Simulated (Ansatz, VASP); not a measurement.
# LiH in VASP and in Ansatz

```xyz
4
Lattice="2.7657 0.0000 0.0000 0.0000 2.7657 0.0000 0.0000 0.0000 29.1370" Properties=species:S:1:pos:R:3 pbc="T T T"
Li    1.3829    0.0000    7.5414
Li    0.0000    1.3829    9.4586
H     1.3829    0.0000    9.5059
H     0.0000    1.3829    7.4941
```

Alike in both runs: functional PBE; k mesh 6 × 6 × 1; occupations gaussian, width 0.1 eV; no spin polarisation.

Ansatz relaxed the structure, and its values are those at the end. VASP's run is a single point on that final structure, the one shown.

```csv
,VASP,Ansatz
version,VASP 6.6.1,Ansatz 0.2.0
potentials or method,"VASP PAW PBE potentials, release 64 (Li_sv, H), cutoff 650 eV","scalar-relativistic, plane waves, PAW"
valence electrons in the cell,8,8
```

Ansatz gave:

- gap on the k mesh at the Fermi level (eV): 2.03
- least direct gap on the mesh (eV): 3.80
- rms of the force components (eV/Å): 0.015

**Question.** What did VASP give for the same quantities?

**Answer.** gap on the k mesh at the Fermi level (eV): 2.04; least direct gap on the mesh (eV): 3.80; rms of the force components (eV/Å): 0.014.

Ansatz's warnings: slab cell height set.
